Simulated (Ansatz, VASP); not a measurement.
## SnO in VASP and in Ansatz

```
CELL_PARAMETERS angstrom
2.50000 -2.86000 0.00000
2.50000 2.86000 0.00000
0.00000 0.00000 11.00880
ATOMIC_POSITIONS crystal
Sn 0.00000 0.00000 0.98686
Sn 0.00000 0.00000 0.48686
Sn 0.49987 0.50013 0.27013
Sn 0.50013 0.49987 0.77013
O 0.00000 0.49997 0.37850
O 0.00000 0.50003 0.87850
O 0.50003 0.00000 0.37850
O 0.49997 0.00000 0.87850
```

Change from the starting cell: z stretched by -1 %, ions relaxed.

Alike in both runs: functional PBE; k mesh 8 × 8 × 3; occupations fermi-dirac, width 0.02 eV; no spin polarisation.

Ansatz relaxed the structure, and its values are those at the end. VASP's run is a single point on that final structure, the one shown.

```csv
,VASP,Ansatz
version,VASP 6.6.1,Ansatz 0.2.0
potentials or method,"VASP PAW PBE potentials, release 64 (Sn_d, O)","plane-wave PAW, scalar-relativistic"
plane-wave cutoff (eV),520,420
valence electrons in the cell,80,80
```

```tsv
	VASP	Ansatz	Ansatz less VASP
pressure (GPa)	2.4	2.1	-0.21
rms of the force components (eV/Å)	0.035	0.001	-0.0334
```

Ansatz's warnings: stress scf threshold loose.
